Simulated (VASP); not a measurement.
Set up this calculation in VASP 6.6.1, as the native input.

- Task: single point
- Functional: PBE
- Potentials or basis: VASP PAW PBE potentials, release 64 (Cu, Mo_sv)
- Cutoff: 520 eV
- k mesh: 24 × 24 × 12
- Occupations: gaussian, width 0.1 eV
- Spin: no spin polarisation
- Dipole correction: no
- Further INCAR settings: ALGO = Fast; EDIFF = 1e-06; NBANDS = 20

The structure of CuMo lies in POSCAR:

```
CuMo
1.0
    2.6772748130      0.0000000000      0.0000000000
   -1.3386374065      2.3185880010      0.0000000000
    0.0000000000      0.0000000000      4.5679774062
Cu Mo
1 1
Direct
    0.6666666667      0.3333333333      0.5000000000
    0.0000000000      0.0000000000      0.0000000000
```

The cell was generated, and may not be a known phase.

These files were run (other wordings do the same):

INCAR

```
SYSTEM = CuMo
  PREC = Accurate
  ENCUT = 520
  EDIFF = 1E-6
  ISMEAR = 0
  SIGMA = 0.1
  LREAL = .False.
  LASPH = .True.
  NELM = 100
  ALGO = Fast
  ISIF = 2
  LWAVE = .False.
  LCHARG = .False.
  GGA = PE
  NBANDS = 20
```

KPOINTS

```
Automatic mesh
0
Gamma
  24 24 12
  0 0 0
```

Potentials or basis: VASP PAW PBE potentials, release 64 (Cu, Mo_sv).

Run with:

```sh
$ cat potpaw_PBE.64/Cu/POTCAR potpaw_PBE.64/Mo_sv/POTCAR > POTCAR
$ mpirun -np 1 vasp_std > vasp.out
```

It gave:

```json
{
 "Pressure": "0.2 GPa",
 "Band gap on the k mesh": "zero (an odd number of electrons rules out a gap without spin polarisation)"
}
```

Wall time 7.8 min on 1 thread of AMD EPYC 7R13, with other jobs on the host, peak memory 0.34 GiB.
